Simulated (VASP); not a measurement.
Set up this calculation in VASP 6.6.1, as the native input.

* Task: single point
* Functional: PBE
* Potentials or basis: VASP PAW PBE potentials, release 64 (Ba_sv, Hf_pv, O)
* Cutoff: 520 eV
* k mesh: 4 × 4 × 2
* Occupations: gaussian, width 0.1 eV
* Spin: no spin polarisation
* Dipole correction: no
* Further INCAR settings: ALGO = Normal; EDIFF = 1e-07; NBANDS = 49

The structure of BaHfO3 lies in POSCAR:

```
BaHfO3
1.0
   -4.2061261001      0.0000000000      0.0000000000
    0.0000000000      0.0000000000     -4.2061261001
    0.0000000000     -8.4122522002      0.0000000000
Ba Hf O
2 2 6
Direct
    0.5000000000      0.5000000000      0.7500000000
    0.5000000000      0.5000000000      0.2500000000
    0.0000000000      1.0000000000      1.0000000000
    1.0000000000      1.0000000000      0.5000000000
    0.0000000000      0.5000000000      1.0000000000
    1.0000000000      0.5000000000      0.5000000000
    0.5000000000      1.0000000000      1.0000000000
    0.5000000000      1.0000000000      0.5000000000
    0.0000000000      1.0000000000      0.7500000000
    0.0000000000      1.0000000000      0.2500000000
```

These files were run (other wordings do the same):

INCAR

```
  PREC = Accurate
  ENCUT = 520
  EDIFF = 1E-7
  ISMEAR = 0
  SIGMA = 0.1
  LREAL = F
  LASPH = T
  NELM = 80
  ALGO = Normal
  ISIF = 2
  LWAVE = F
  LCHARG = F
  GGA = PE
  NBANDS = 49
```

KPOINTS

```
regular mesh
0
Gamma
  4 4 2
```

Potentials or basis: VASP PAW PBE potentials, release 64 (Ba_sv, Hf_pv, O).

The run is started by

```sh
$ cat potpaw_PBE.64/Ba_sv/POTCAR potpaw_PBE.64/Hf_pv/POTCAR potpaw_PBE.64/O/POTCAR > POTCAR
$ mpirun -np 1 vasp_std > vasp.out
```

It gave:

```json
{
 "Pressure": "-0.5 GPa",
 "Band gap on the k mesh": "3.53 eV"
}
```

Caveat: spin-orbit coupling is left out, which moves the levels of the heavy elements.

Run time: 56 s on 1 thread of AMD EPYC 9R45 96-Core Processor (Zen 5), on a shared host, peak memory 0.25 GiB.
